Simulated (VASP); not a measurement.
# KI (Fm-3m) in VASP: notebook

The runs below take KI through elastic constants, with LDA.

Everything below comes from runs of VASP 6.6.1. Logs are shortened: lines on timing, memory, paths and dates and some standing lists are left out, and cuts for length are marked.

## (1) The cell of the first run

The structure is cubic, space group Fm-3m (No. 225). Conventional cell: a = 5.723 Å, b = 5.723 Å, c = 5.723 Å, α = 90.00°, β = 90.00°, γ = 90.00°. K (site symmetry m-3m) has 6 I at 2.86 Å within 3.8 Å. Within 3.8 Å of I (site symmetry m-3m) lie 6 K at 2.86 Å.

## (2) Elastic constants, LDA

The input, INCAR:

```
PREC = Accurate
ENCUT = 600
EDIFF = 1E-8
ISMEAR = 0
SIGMA = 0.01
LREAL = False
LASPH = True
NELM = 80
ALGO = Normal
ISIF = 3
LWAVE = False
LCHARG = False
IBRION = 6
NFREE = 2
POTIM = 0.015
NSW = 1
```

The input, KPOINTS:

```
regular mesh
0
Gamma
  6 6 6
```

The input, POSCAR:

```
KI
1.0
    0.0000000000      2.8616202782      2.8616202782
    2.8616202782      0.0000000000      2.8616202782
    2.8616202782      2.8616202782      0.0000000000
K I
1 1
Direct
    0.0000000000      0.0000000000      0.0000000000
    0.5000000000      0.5000000000      0.5000000000
```

Potentials or basis: VASP PAW LDA potentials, release 64 (K_sv, I).

Started as:

```console
cat potpaw_LDA.64/K_sv/POTCAR potpaw_LDA.64/I/POTCAR > POTCAR
mpirun -np 1 vasp_std > vasp.out
```

OUTCAR:

```text
PREC = Accurate
   ENCUT = 600
   EDIFF = 1E-8
   ISMEAR = 0
   LREAL = False
   LASPH = True
   NELM = 80
   ISIF = 3
   IBRION = 6
   NFREE = 2
   POTIM = 0.015
   NSW = 1

 ion  position               nearest neighbor table
   1  0.000  0.000  0.000-   2 2.86   2 2.86   2 2.86   2 2.86   2 2.86   2 2.86
   2  0.500  0.500  0.500-   1 2.86   1 2.86   1 2.86   1 2.86   1 2.86   1 2.86

  LATTYP: Found a face centered cubic cell.
 ALAT       =     5.7232405564

  Lattice vectors:

 A1 = (   0.0000000000,   2.8616202782,   2.8616202782)
 A2 = (   2.8616202782,   0.0000000000,   2.8616202782)
 A3 = (   2.8616202782,   2.8616202782,   0.0000000000)

Analysis of symmetry for initial positions (statically):
=====================================================================
 Subroutine PRICEL returns:
 Original cell was already a primitive cell.

 Routine SETGRP: Setting up the symmetry group for a
 face centered cubic supercell.

 Subroutine GETGRP returns: Found 48 space group operations
 (whereof 48 operations were pure point group operations)
 out of a pool of 48 trial point group operations.

The static configuration has the point symmetry O_h .

Analysis of symmetry for dynamics (positions and initial velocities):
=====================================================================
 Subroutine PRICEL returns:
 Original cell was already a primitive cell.

 Routine SETGRP: Setting up the symmetry group for a
 face centered cubic supercell.

 Subroutine GETGRP returns: Found 48 space group operations
 (whereof 48 operations were pure point group operations)
 out of a pool of 48 trial point group operations.

The dynamic configuration has the point symmetry O_h .

 Subroutine INISYM returns: Found 48 space group operations
 (whereof 48 operations are pure point group operations),
 and found     1 'primitive' translations

----------------------------------------------------------------------------------------

                                     Primitive cell

  volume of cell :      46.8669

  direct lattice vectors                    reciprocal lattice vectors
     0.000000000  2.861620278  2.861620278    -0.174726187  0.174726187  0.174726187
     2.861620278  0.000000000  2.861620278     0.174726187 -0.174726187  0.174726187
     2.861620278  2.861620278  0.000000000     0.174726187  0.174726187 -0.174726187

  length of vectors
     4.046942208  4.046942208  4.046942208     0.302634633  0.302634633  0.302634633

  position of ions in fractional coordinates (direct lattice)
     0.000000000  0.000000000  0.000000000
     0.500000000  0.500000000  0.500000000

  ion indices of the primitive-cell ions
   primitive index   ion index
                 1           1
                 2           2

----------------------------------------------------------------------------------------

 KPOINTS: regular mesh

Automatic generation of k-mesh.
 Grid dimensions read from file:
 generate k-points for:    6    6    6

 Generating k-lattice:

  Cartesian coordinates                     Fractional coordinates (reciprocal lattice)
    -0.029121031  0.029121031  0.029121031     0.166666667  0.000000000  0.000000000
     0.029121031 -0.029121031  0.029121031     0.000000000  0.166666667  0.000000000
     0.029121031  0.029121031 -0.029121031     0.000000000  0.000000000  0.166666667

  Length of vectors
     0.050439106  0.050439106  0.050439106

  Shift w.r.t. Gamma in fractional coordinates (k-lattice)
     0.000000000  0.000000000  0.000000000

 Subroutine IBZKPT returns following result:
 ===========================================

 Found     16 irreducible k-points:

 Following reciprocal coordinates:
            Coordinates               Weight
  0.000000  0.000000  0.000000      1.000000
  0.166667  0.000000  0.000000      8.000000
  0.333333  0.000000  0.000000      8.000000
  0.500000  0.000000  0.000000      4.000000
  0.166667  0.166667  0.000000      6.000000
  0.333333  0.166667  0.000000     24.000000
[... 8 lines left out ...]
 -0.333333  0.333333  0.166667     24.000000
 -0.333333  0.500000  0.166667     12.000000
   k-points           NKPTS =     16   k-points in BZ     NKDIM =     16   number of bands    NBANDS=     12
[... 33 lines left out ...]
   EFERMI_NEDOS =   21; number of points for ismear=-14 and -15
   IALGO  =     38    algorithm
   IMIX   =      4    mixing-type and parameters
     AMIX     =   0.40;   BMIX     =  1.00
     AMIX_MAG =   1.60;   BMIX_MAG =  1.00
  volume/ion in A,a.u.               =      23.43       158.14
  Fermi-wavevector in a.u.,A,eV,Ry     =   1.144176  2.162179 17.811913  1.309139
  Thomas-Fermi vector in A             =   2.280869
   LORBIT       =      0    0 simple, 1 ext, 2 COOP (PROOUT), +10 PAW based schemes
   GGA     = CA    functional components
   LHFCALC =     F    Hartree Fock is set to
   AEXX    =    0.0000 exact exchange contribution
   IVDW    =     0    specifies the selected vdW correction
   LEPSILON=     F    determine dielectric tensor
   LRPA    =     F    only Hartree local field effects (RPA)
 finite differences with symmetry
 non-spin polarized calculation
 Gauss-broadening in eV      SIGMA  =   0.01
  energy-cutoff  :      600.00
  volume of cell :       46.87
 maximum number of plane-waves:      1588
   NGX = 17   NGY = 17   NGZ = 17

--------------------------------------- Ionic step        1  -------------------------------------------

 number of electron      16.0000000 magnetization

 Free energy of the ion-electron system (eV)
  ---------------------------------------------------
  ext. energy  EPLUGINS =         0.00000000
  ---------------------------------------------------
  free energy    TOTEN  =        -4.27765836 eV

  energy without entropy =       -4.27765836  energy(sigma->0) =       -4.27765836

------------------------ aborting loop because EDIFF is reached ----------------------------------------

  FORCE on cell =-STRESS in cart. coord.  units (eV):
  Direction    XX          YY          ZZ          XY          YZ          ZX
  --------------------------------------------------------------------------------------
  -------------------------------------------------------------------------------------
  Total        8.9667158      8.9667158      8.9667158     -0.0000000      0.0000000      0.0000000
  in kB      306.5335230    306.5335230    306.5335230     -0.0000000      0.0000000      0.0000000
  external PRESSURE =     306.5335230 kB  Pullay stress =       0.0000000 kB
[... 89 lines left out ...]
  FREE ENERGIE OF THE ION-ELECTRON SYSTEM (eV)
  ---------------------------------------------------
  free  energy   TOTEN  =        -4.1317161118 eV

  energy  without entropy=       -4.1317161118  energy(sigma->0) =       -4.13171611

[... ionic steps 4 to 14 ...]

--------------------------------------- Ionic step       15  -------------------------------------------

 number of electron      16.0000000 magnetization

------------------------ aborting loop because EDIFF is reached ----------------------------------------
[... 67 lines left out ...]
--------------------------------------- Ionic step       17  -------------------------------------------

 number of electron      16.0000000 magnetization

 Free energy of the ion-electron system (eV)
  ---------------------------------------------------
  ext. energy  EPLUGINS =         0.00000000
  ---------------------------------------------------
  free energy    TOTEN  =        -4.27670149 eV

  energy without entropy =       -4.27670149  energy(sigma->0) =       -4.27670149

 E-fermi :   4.6967     XC(G=0): -10.3253

 val. band max:        4.6025919570   @ k =   0.0000   0.0000   0.0000
 cond. band min:       7.0824874589   @ k =   0.0000   0.5000   0.5000
 fundamental gap:      2.4798955019
 Fermi energy:         4.6966939539

 k-point     1 :       0.0000    0.0000    0.0000
  band No.  band energies     occupation
      1     -23.4797      2.00000
      2      -7.7669      2.00000
      3      -7.3204      2.00000
      4      -7.3204      2.00000
      5      -7.3197      2.00000
      6       4.6021      2.00000
      7       4.6021      2.00000
      8       4.6026      2.00000
      9       9.6412      0.00000
     10       9.6417      0.00000
     11       9.6417      0.00000
     12      10.5989      0.00000
[... 331 lines left out ...]
 k-point    24 :       0.0000   -0.3333    0.3333
  band No.  band energies     occupation
      1     -23.3923      2.00000
      2      -8.7210      2.00000
      3      -7.7626      2.00000
      4      -7.4105      2.00000
      5      -5.7522      2.00000
      6       1.9860      2.00000
      7       2.8096      2.00000
      8       3.2583      2.00000
      9       9.7026      0.00000
     10      12.1831      0.00000
     11      12.8176      0.00000
     12      13.0513      0.00000

 [... further k-points ...]
[... 5 lines left out ...]
  --------------------------------------------------------------------------------------
  -------------------------------------------------------------------------------------
  Total        8.9757544      8.9647506      8.9647506      0.0000000      0.0000000      0.0000000
  in kB      306.8425137    306.4663429    306.4663429      0.0000000      0.0000000      0.0000000
  external PRESSURE =     306.5917332 kB  Pullay stress =       0.0000000 kB
[... 17 lines left out ...]
  FREE ENERGIE OF THE ION-ELECTRON SYSTEM (eV)
  ---------------------------------------------------
  free  energy   TOTEN  =        -4.2767014946 eV

  energy  without entropy=       -4.2767014946  energy(sigma->0) =       -4.27670149

 INTERNAL STRAIN TENSORS FROM STRAINED CELLS
 ============================================

 INTERNAL STRAIN TENSOR FOR ION    1 for displacements in x,y,z  (eV/Angst):
          X           Y           Z          XY          YZ          ZX
  --------------------------------------------------------------------------------
  x     0.00000    -0.00000     0.00000    -0.00000    -0.00000     0.00000
  y     0.00000    -0.00000    -0.00000     0.00000    -0.00000     0.00000
  z    -0.00000     0.00000    -0.00000    -0.00000    -0.00000    -0.00000

 INTERNAL STRAIN TENSORS FROM DISPLACED ATOMS
 ============================================

 INTERNAL STRAIN TENSOR FOR ION    1 for displacements in x,y,z  (eV/Angst):
          X           Y           Z          XY          YZ          ZX
  --------------------------------------------------------------------------------
  x     0.00000     0.00000     0.00000     0.00000     0.00000     0.00000
  y     0.00000     0.00000     0.00000     0.00000     0.00000     0.00000
  z     0.00000     0.00000     0.00000     0.00000     0.00000     0.00000

 INTERNAL STRAIN TENSOR FOR ION    2 for displacements in x,y,z  (eV/Angst):
          X           Y           Z          XY          YZ          ZX
  --------------------------------------------------------------------------------
  x     0.00000     0.00000     0.00000     0.00000     0.00000     0.00000
  y     0.00000     0.00000     0.00000     0.00000     0.00000     0.00000
  z     0.00000     0.00000     0.00000     0.00000     0.00000     0.00000

 Eigenvectors and eigenvalues of the dynamical matrix
 ----------------------------------------------------

   1 f  =    8.339948 THz    52.401439 2PiTHz  278.190723 cm-1    34.491238 meV
             X         Y         Z           dx          dy          dz
      0.000000  0.000000  0.000000     0.874341    0.000000    0.000000
      2.861620  2.861620  2.861620    -0.485313    0.000000    0.000000
[... 21 lines left out ...]
   6 f/i=    0.000013 THz     0.000083 2PiTHz    0.000439 cm-1     0.000054 meV
             X         Y         Z           dx          dy          dz
      0.000000  0.000000  0.000000    -0.027161   -0.271429   -0.401394
      2.861620  2.861620  2.861620    -0.048934   -0.489007   -0.723152

--------------------------------------------------------------------------------------------------------

 ELASTIC MODULI CONTR FROM IONIC RELAXATION (kBar)
 Direction    XX          YY          ZZ          XY          YZ          ZX
 --------------------------------------------------------------------------------
 XX           0.0000      0.0000      0.0000      0.0000      0.0000      0.0000
 YY           0.0000      0.0000      0.0000      0.0000      0.0000      0.0000
 ZZ           0.0000      0.0000      0.0000      0.0000      0.0000      0.0000
 XY           0.0000      0.0000      0.0000      0.0000      0.0000      0.0000
 YZ           0.0000      0.0000      0.0000      0.0000      0.0000      0.0000
 ZX           0.0000      0.0000      0.0000      0.0000      0.0000      0.0000
 --------------------------------------------------------------------------------

 TOTAL ELASTIC MODULI (kBar)
 Direction    XX          YY          ZZ          XY          YZ          ZX
 --------------------------------------------------------------------------------
 XX        3018.1962    -28.3102    -28.3102     -0.0000     -0.0000     -0.0000
 YY         -28.3102   3018.1962    -28.3102     -0.0000     -0.0000      0.0000
 ZZ         -28.3102    -28.3102   3018.1962     -0.0000      0.0000      0.0000
 XY          -0.0000     -0.0000     -0.0000   -113.8717      0.0000      0.0000
 YZ          -0.0000     -0.0000      0.0000      0.0000   -113.8717      0.0000
 ZX          -0.0000      0.0000      0.0000      0.0000      0.0000   -113.8717
 --------------------------------------------------------------------------------
```

It took 3.2 min on 1 thread of AMD EPYC 9R45 (Zen 5), shared host; peak memory 0.2 GiB.

What came out:

* Elastic constants C11, C12, C44: 302, -3, -11 GPa
* Voigt bulk modulus: 99 GPa
* Highest phonon frequency at Γ, LO-TO splitting left out: 278 cm⁻¹

Phonon frequencies in cm⁻¹ (negative: imaginary):
| q point | frequencies |
| --- | --- |
| (0.000, 0.000, 0.000) | 0 0 0 278 278 278 |

Elastic tensor in Voigt notation (GPa, in the Cartesian axes of the cell as first typed):
```
302  -3  -3   0   0   0
 -3 302  -3   0   0   0
 -3  -3 302   0   0   0
  0   0   0 -11   0   0
  0   0   0   0 -11   0
  0   0   0   0   0 -11
```

Clamped-ion elastic tensor (GPa):
```
302  -3  -3   0   0   0
 -3 302  -3   0   0   0
 -3  -3 302   0   0   0
  0   0   0 -11   0   0
  0   0   0   0 -11   0
  0   0   0   0   0 -11
```

Caveat: the cell is under stress, which shifts elastic constants; the elastic tensor has a negative eigenvalue, so either the cell is unstable as it stands or the mesh is too thin; spin-orbit coupling is left out, which moves the levels of the heavy elements.

## (3) Elastic constants, LDA

This run uses another cell than the first one, of 39.70 Å³/atom, 1.694 times its volume.

The input, INCAR:

```
ALGO = Normal
EDIFF = 1E-8
ENCUT = 600
GGA = CA
IBRION = 6
ISIF = 3
ISMEAR = 0
LASPH = T
LCHARG = F
LREAL = F
LWAVE = F
NBANDS = 15
NELM = 60
NFREE = 2
NSW = 1
POTIM = 0.015
PREC = Accurate
SIGMA = 0.01
```

The input, KPOINTS:

```
k-points
0
Gamma
  6 6 6
```

The input, POSCAR:

```
KI
1.0
    0.0000000000      3.4114741204      3.4114741204
    3.4114741204      0.0000000000      3.4114741204
    3.4114741204      3.4114741204      0.0000000000
K I
1 1
Direct
    0.0000000000      0.0000000000      0.0000000000
    0.5000000000      0.5000000000      0.5000000000
```

Potentials or basis: VASP PAW LDA potentials, release 64 (K_sv, I).

Started as:

```console
cat potpaw_LDA.64/K_sv/POTCAR potpaw_LDA.64/I/POTCAR > POTCAR
mpirun -np 1 vasp_std > vasp.out
```

Run time: 8.1 min. Hardware: 1 thread of AMD EPYC 9R45 (Zen 5), shared host; peak memory 0.28 GiB.

Results (log left out):

| Property | Result |
| --- | --- |
| Elastic constants C11, C12, C44 | 41, 4, 4 GPa |
| Voigt bulk modulus | 16 GPa |
| Highest phonon frequency at Γ, LO-TO splitting left out | 115 cm⁻¹ |

Phonon frequencies in cm⁻¹ (negative: imaginary):
| q point | frequencies |
| --- | --- |
| (0.000, 0.000, 0.000) | 0 0 0 115 115 115 |

Elastic tensor in Voigt notation (GPa, in the Cartesian axes of the cell as first typed):
```
41  4  4  0  0  0
 4 41  4  0  0  0
 4  4 41  0  0  0
 0  0  0  4  0  0
 0  0  0  0  4  0
 0  0  0  0  0  4
```

Clamped-ion elastic tensor (GPa):
```
41  4  4  0  0  0
 4 41  4  0  0  0
 4  4 41  0  0  0
 0  0  0  4  0  0
 0  0  0  0  4  0
 0  0  0  0  0  4
```

Caveat: spin-orbit coupling is left out, which moves the levels of the heavy elements.
